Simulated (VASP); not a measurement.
# Al3GaSb4 (Pmm2) in VASP: single point with PBE

Aim: the single point of Al3GaSb4 with PBE.

Program: VASP 6.6.1. These are calculated values, not measurements. Logs are shortened: lines on timing, memory, paths and dates and some standing lists are left out, and cuts for length are marked.

## Step 1: The cell of the first run

It takes space group Pmm2 (No. 25, orthorhombic). Conventional cell: a = 4.405 Å, b = 8.802 Å, c = 6.213 Å, α = 90.00°, β = 90.00°, γ = 90.00°. Al (site symmetry m) has 4 Sb at 2.69 to 2.70 Å within 3.6 Å. Within 3.6 Å of Al (site symmetry mm2) lie 4 Sb at 2.69 to 2.70 Å. Within 3.5 Å of Ga (site symmetry mm2) lie 4 Sb at 2.69 Å. Sb (site symmetry m) has 1 Ga at 2.69 Å and 3 Al at 2.69 to 2.70 Å within 3.5 Å. Sb (site symmetry mm2) has 4 Al at 2.69 to 2.70 Å within 3.6 Å. Sb (site symmetry mm2) has 2 Al at 2.69 Å and 2 Ga at 2.69 Å within 3.6 Å.

## Step 2: Single point, PBE

INCAR

```
PREC = Accurate
ENCUT = 520
EDIFF = 1E-6
ISMEAR = 0
SIGMA = 0.02
LREAL = F
LASPH = T
NELM = 100
ALGO = Normal
ISIF = 2
LWAVE = F
LCHARG = T
GGA = PE
LELF = T
LVHAR = T
NBANDS = 31
```

KPOINTS

```
Automatic mesh
0
Gamma
  6 4 6
```

POSCAR

```
Al3GaSb4
1.0
    4.4051735687      0.0000000000      0.0000000000
    0.0000000000      8.8019690660      0.0000000000
    0.0000000000      0.0000000000      6.2132643661
Al Ga Sb
3 1 4
Direct
    0.5000000000      0.2496445544      0.4999323770
    0.0000000000      0.5000000000     -0.0004179668
    0.5000000000      0.7503554456      0.4999323770
    0.0000000000      0.0000000000      0.0001057669
    0.0000000000      0.2498027166      0.2501302170
    0.5000000000      0.5000000000      0.7496501816
    0.0000000000      0.7501972834      0.2501302170
    0.5000000000      0.0000000000      0.7505368302
```

Potentials or basis: VASP PAW PBE potentials, release 64 (Al, Ga_d, Sb).

Launch:

```sh
cat potpaw_PBE.64/Al/POTCAR potpaw_PBE.64/Ga_d/POTCAR potpaw_PBE.64/Sb/POTCAR > POTCAR
mpirun -np 1 vasp_std > vasp.out
```

OUTCAR:

```text
PREC = Accurate
   ENCUT = 520
   EDIFF = 1E-6
   ISMEAR = 0
   LREAL = F
   LASPH = T
   NELM = 100
   ISIF = 2
   GGA = PE

 ion  position               nearest neighbor table
   1  0.500  0.250  0.500-   8 2.69   5 2.69   5 2.69   6 2.70
   2  0.000  0.500  1.000-   6 2.69   6 2.69   7 2.70   5 2.70
   3  0.500  0.750  0.500-   8 2.69   7 2.69   7 2.69   6 2.70
   4  0.000  0.000  0.000-   5 2.69   7 2.69   8 2.69   8 2.69
   5  0.000  0.250  0.250-   4 2.69   1 2.69   1 2.69   2 2.70
   6  0.500  0.500  0.750-   2 2.69   2 2.69   3 2.70   1 2.70
   7  0.000  0.750  0.250-   4 2.69   3 2.69   3 2.69   2 2.70
   8  0.500  0.000  0.751-   1 2.69   3 2.69   4 2.69   4 2.69

  LATTYP: Found a simple orthorhombic cell.
 ALAT       =     4.4051735687
 B/A-ratio  =     1.4104471184
 C/A-ratio  =     1.9980981291

  Lattice vectors:

 A1 = (  -4.4051735687,   0.0000000000,   0.0000000000)
 A2 = (   0.0000000000,   0.0000000000,   6.2132643661)
 A3 = (   0.0000000000,   8.8019690660,   0.0000000000)

Analysis of symmetry for initial positions (statically):
=====================================================================
 Subroutine PRICEL returns:
 Original cell was already a primitive cell.

 Routine SETGRP: Setting up the symmetry group for a
 simple orthorhombic supercell.

 Subroutine GETGRP returns: Found  4 space group operations
 (whereof  4 operations were pure point group operations)
 out of a pool of  8 trial point group operations.

The static configuration has the point symmetry C_2v.

Analysis of symmetry for dynamics (positions and initial velocities):
=====================================================================
 Subroutine PRICEL returns:
 Original cell was already a primitive cell.

 Routine SETGRP: Setting up the symmetry group for a
 simple orthorhombic supercell.

 Subroutine GETGRP returns: Found  4 space group operations
 (whereof  4 operations were pure point group operations)
 out of a pool of  8 trial point group operations.

The dynamic configuration has the point symmetry C_2v.

 Subroutine INISYM returns: Found  4 space group operations
 (whereof  4 operations are pure point group operations),
 and found     1 'primitive' translations

----------------------------------------------------------------------------------------

                                     Primitive cell

  volume of cell :     240.9144

  direct lattice vectors                    reciprocal lattice vectors
     4.405173569  0.000000000  0.000000000     0.227005811  0.000000000  0.000000000
     0.000000000  8.801969066  0.000000000     0.000000000  0.113610942  0.000000000
     0.000000000  0.000000000  6.213264366     0.000000000  0.000000000  0.160945992

  length of vectors
     4.405173569  8.801969066  6.213264366     0.227005811  0.113610942  0.160945992

  position of ions in fractional coordinates (direct lattice)
     0.500000000  0.249644554  0.499932377
     0.000000000  0.500000000  0.999582033
     0.500000000  0.750355446  0.499932377
     0.000000000  0.000000000  0.000105767
     0.000000000  0.249802717  0.250130217
     0.500000000  0.500000000  0.749650182
     0.000000000  0.750197283  0.250130217
     0.500000000  0.000000000  0.750536830

  ion indices of the primitive-cell ions
   primitive index   ion index
                 1           1
                 2           2
                 3           3
                 4           4
                 5           5
                 6           6
                 7           7
                 8           8

----------------------------------------------------------------------------------------

 KPOINTS: Automatic mesh

Automatic generation of k-mesh.
 Grid dimensions read from file:
 generate k-points for:    6    4    6

 Generating k-lattice:

  Cartesian coordinates                     Fractional coordinates (reciprocal lattice)
     0.037834302  0.000000000  0.000000000     0.166666667  0.000000000  0.000000000
     0.000000000  0.028402736  0.000000000     0.000000000  0.250000000  0.000000000
     0.000000000  0.000000000  0.026824332     0.000000000  0.000000000  0.166666667

  Length of vectors
     0.037834302  0.028402736  0.026824332

  Shift w.r.t. Gamma in fractional coordinates (k-lattice)
     0.000000000  0.000000000  0.000000000

 Subroutine IBZKPT returns following result:
 ===========================================

 Found     48 irreducible k-points:

 Following reciprocal coordinates:
            Coordinates               Weight
  0.000000  0.000000  0.000000      1.000000
  0.166667  0.000000  0.000000      2.000000
  0.333333  0.000000  0.000000      2.000000
  0.500000  0.000000  0.000000      1.000000
  0.000000  0.250000  0.000000      2.000000
  0.166667  0.250000  0.000000      4.000000
[... 16 lines left out ...]
  0.333333  0.500000  0.166667      4.000000
  0.500000  0.500000  0.166667      2.000000
 [... further k-points ...]
   k-points           NKPTS =     48   k-points in BZ     NKDIM =     48   number of bands    NBANDS=     31
   number of dos      NEDOS =    301   number of ions     NIONS =      8
   total plane-waves  NPLWV = 120960
   dimension x,y,z NGX =    36 NGY =   70 NGZ =   48
   dimension x,y,z NGXF=    72 NGYF=  140 NGZF=   96
   ions per type =               3   1   4
   NGX,Y,Z   is equivalent  to a cutoff of  13.59, 13.22, 12.84 a.u.
   NGXF,Y,Z  is equivalent  to a cutoff of  27.17, 26.44, 25.69 a.u.
 SYSTEM =  unknown system
   PREC   = accura    normal or accurate (medium, high low for compatibility)
   ISTART =      0    job   : 0-new  1-cont  2-samecut
   ICHARG =      2    charge: 1-file 2-atom 10-const
   ISPIN  =      1    spin polarized calculation?
   LNONCOLLINEAR =      F non collinear calculations
   LSORBIT =      F    spin-orbit coupling
   LASPH  =      T    aspherical Exc in radial PAW
   ENCUT  =  520.0 eV  38.22 Ry    6.18 a.u.   8.19 16.37 11.55*2*pi/ulx,y,z
   NELM   =    100;   NELMIN=  2; NELMDL= -5     # of ELM steps
   EDIFF  = 0.1E-05   stopping-criterion for ELM
   LREAL  =      F    real-space projection
   EDIFFG = 0.1E-04   stopping-criterion for IOM
   NSW    =      0    number of steps for IOM
   IBRION =     -1    ionic relax: 0-MD 1-quasi-New 2-CG
   NFREE  =      0    steps in history (QN), initial steepest desc. (CG)
   ISIF   =      2    stress and relaxation
   ISYM   =      2    0-nonsym 1-usesym 2-fastsym
   POTIM  = 0.5000    time-step for ionic-motion
   TEBEG  =    0.0;   TEEND  =   0.0 temperature during run
   PSTRESS=    0.0 pullay stress
   NELECT =      42.0000    total number of electrons
   NUPDOWN=      -1.0000    fix difference up-down
   EMIN   =  10.00;   EMAX   =-10.00  energy-range for DOS
   EFERMI =   0.00;   METHOD = LEGACY
   ISMEAR =     0;   SIGMA  =   0.02  broadening in eV -4-tet -1-fermi 0-gaus
   EFERMI_NEDOS =   21; number of points for ismear=-14 and -15
   IALGO  =     38    algorithm
   IMIX   =      4    mixing-type and parameters
     AMIX     =   0.40;   BMIX     =  1.00
     AMIX_MAG =   1.60;   BMIX_MAG =  1.00
  volume/ion in A,a.u.               =      30.11       203.22
  Fermi-wavevector in a.u.,A,eV,Ry     =   0.914542  1.728234 11.379739  0.836387
  Thomas-Fermi vector in A             =   2.039181
   LORBIT       =      0    0 simple, 1 ext, 2 COOP (PROOUT), +10 PAW based schemes
   GGA     = PE    functional components
   LHFCALC =     F    Hartree Fock is set to
   AEXX    =    0.0000 exact exchange contribution
   IVDW    =     0    specifies the selected vdW correction
   LEPSILON=     F    determine dielectric tensor
   LRPA    =     F    only Hartree local field effects (RPA)
 non-spin polarized calculation
 Gauss-broadening in eV      SIGMA  =   0.02
  energy-cutoff  :      520.00
  volume of cell :      240.91
 maximum number of plane-waves:      6520
 NGX is ok and might be reduce to    36
   NGX = 17   NGY = 33   NGZ = 23

 number of electron      41.9999996 magnetization

 Free energy of the ion-electron system (eV)
  ---------------------------------------------------
  ext. energy  EPLUGINS =         0.00000000
  ---------------------------------------------------
  free energy    TOTEN  =       -31.98752031 eV

  energy without entropy =      -31.98752031  energy(sigma->0) =      -31.98752031

 E-fermi :   4.5333     XC(G=0):  -8.5825

 val. band max:        4.4048265225   @ k =   0.0000   0.0000   0.0000
 cond. band min:       5.1042667535   @ k =   0.0000   0.0000   0.5000
 fundamental gap:      0.6994402310
 Fermi energy:         4.5333293768

 k-point     1 :       0.0000    0.0000    0.0000
  band No.  band energies     occupation
      1     -10.3394      2.00000
      2     -10.3314      2.00000
      3     -10.3201      2.00000
      4     -10.2924      2.00000
      5     -10.2876      2.00000
      6      -6.2622      2.00000
[... 23 lines left out ...]
     30       8.9805      0.00000
     31       9.0261      0.00000

 k-point     2 :       0.1667    0.0000    0.0000
  band No.  band energies     occupation
      1     -10.3380      2.00000
      2     -10.3311      2.00000
      3     -10.3215      2.00000
      4     -10.2918      2.00000
      5     -10.2886      2.00000
      6      -6.0959      2.00000
[... 23 lines left out ...]
     30       7.8605      0.00000
     31       8.2882      0.00000

 k-point     3 :       0.3333    0.0000    0.0000
  band No.  band energies     occupation
      1     -10.3382      2.00000
      2     -10.3305      2.00000
      3     -10.3216      2.00000
      4     -10.2906      2.00000
      5     -10.2905      2.00000
      6      -5.6290      2.00000
[... 23 lines left out ...]
     30       9.2295      0.00000
     31       9.6926      0.00000

 k-point     4 :       0.5000    0.0000    0.0000
  band No.  band energies     occupation
      1     -10.3396      2.00000
      2     -10.3301      2.00000
      3     -10.3205      2.00000
      4     -10.2916      2.00000
      5     -10.2896      2.00000
      6      -5.0357      2.00000
[... 635 lines left out ...]
     30       8.7442      0.00000
     31       8.8209      0.00000

 k-point    23 :       0.3333    0.5000    0.1667
  band No.  band energies     occupation
      1     -10.3383      2.00000
      2     -10.3306      2.00000
      3     -10.3216      2.00000
      4     -10.2906      2.00000
      5     -10.2904      2.00000
      6      -5.2764      2.00000
[... 23 lines left out ...]
     30       9.2575      0.00000
     31       9.2796      0.00000

 k-point    24 :       0.5000    0.5000    0.1667
  band No.  band energies     occupation
      1     -10.3398      2.00000
      2     -10.3303      2.00000
      3     -10.3204      2.00000
      4     -10.2916      2.00000
      5     -10.2896      2.00000
      6      -4.7702      2.00000
[... 23 lines left out ...]
     30       9.5603      0.00000
     31       9.5740      0.00000

 [... further k-points ...]
[... 5 lines left out ...]
  --------------------------------------------------------------------------------------
  -------------------------------------------------------------------------------------
  Total        0.2268270      0.2249527      0.2249292      0.0000000      0.0000000      0.0000000
  in kB        1.5084904      1.4960260      1.4958694      0.0000000      0.0000000      0.0000000
  external PRESSURE =       1.5001286 kB  Pullay stress =       0.0000000 kB

 VOLUME and BASIS-vectors are now :
 -----------------------------------------------------------------------------
  energy-cutoff  :      520.00
  volume of cell :      240.91
      direct lattice vectors                 reciprocal lattice vectors
     4.405173569  0.000000000  0.000000000     0.227005811  0.000000000  0.000000000
     0.000000000  8.801969066  0.000000000     0.000000000  0.113610942  0.000000000
     0.000000000  0.000000000  6.213264366     0.000000000  0.000000000  0.160945992

 POSITION                                       TOTAL-FORCE (eV/Angst)
 -----------------------------------------------------------------------------------
      2.20259      2.19736      3.10621         0.000000     -0.001205     -0.001457
      0.00000      4.40098      6.21067        -0.000000      0.000000      0.001633
      2.20259      6.60461      3.10621         0.000000      0.001205     -0.001457
      0.00000      0.00000      0.00066        -0.000000      0.000000     -0.000742
      0.00000      2.19876      1.55413        -0.000000     -0.007770     -0.004580
      2.20259      4.40098      4.65777        -0.000000      0.000000      0.000584
      0.00000      6.60321      1.55413        -0.000000      0.007770     -0.004580
      2.20259      0.00000      4.66328        -0.000000      0.000000      0.010599
 -----------------------------------------------------------------------------------
    total drift:                                0.000000     -0.000000      0.000044

  FREE ENERGIE OF THE ION-ELECTRON SYSTEM (eV)
  ---------------------------------------------------
  free  energy   TOTEN  =       -31.9875203098 eV

  energy  without entropy=      -31.9875203098  energy(sigma->0) =      -31.98752031
```

Wall time 5 min (1 thread of Intel Xeon Platinum 8559C (Emerald Rapids), shared host); peak memory 0.54 GiB.

What came out:

- Free energy: -31.9875 eV
- Pressure: 0.2 GPa
- Largest force: 0.011 eV/Å
- Band gap on the k mesh: 0.70 eV (least direct gap 0.78 eV)

Forces on the atoms (eV/Å):
```
Al   0.000 -0.001 -0.001
Al   0.000  0.000  0.002
Al   0.000  0.001 -0.001
Ga   0.000  0.000 -0.001
Sb   0.000 -0.008 -0.005
Sb   0.000  0.000  0.001
Sb   0.000  0.008 -0.005
Sb   0.000  0.000  0.011
```

Caveat: spin-orbit coupling is left out, which moves the levels of the heavy elements. A k mesh can miss the band edges.
